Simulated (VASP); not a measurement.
## CdS: single point with PBE

Crystal: CdS.

```
CELL_PARAMETERS angstrom
0.00000 2.72678 2.72678
2.72678 0.00000 2.72678
2.72678 2.72678 0.00000
ATOMIC_POSITIONS crystal
Cd 0.00000 0.00000 0.00000
S 0.50000 0.50000 0.50000
```

```json
{"Program": "VASP 6.6.1", "Task": "single point", "Functional": "PBE", "Potentials or basis": "VASP PAW PBE potentials, release 64 (Cd, S)", "Cutoff": "520 eV", "k mesh": "6 × 6 × 6", "Occupations": "gaussian, width 0.01 eV", "Spin": "no spin polarisation", "Dipole correction": "no", "Further INCAR settings": "ALGO = Normal; EDIFF = 1e-06; NBANDS = 16"}
```

- Pressure: 2.2 GPa
- Band gap on the k mesh: 0.25 eV, indirect (least direct gap 1.72 eV)

Levels at points of the mesh, in eV from the valence-band top:
| k point | band 5 | band 6 | band 7 | band 8 | band 9 | band 10 | band 11 | band 12 | band 13 | band 14 |
| --- | --- | --- | --- | --- | --- | --- | --- | --- | --- | --- |
| (0.00, 0.00, 0.00) | -7.64 | -7.64 | -0.76 | -0.76 | -0.76 | 0.96 | 9.23 | 9.23 | 9.23 | 11.33 |
| (0.50, 0.00, 0.00) | -7.43 | -7.43 | -4.89 | 0.00 | 0.00 | 3.51 | 5.90 | 5.90 | 6.90 | 12.33 |
| (0.50, 0.50, 0.00) | -7.36 | -6.66 | -4.30 | -2.17 | -2.17 | 0.25 | 6.03 | 9.93 | 11.35 | 11.35 |

Run time: 19 s on 1 thread of Intel(R) Xeon(R) Platinum 8488C (Sapphire Rapids) (shared host), peak memory 0.16 GiB.

A k mesh can miss the band edges.
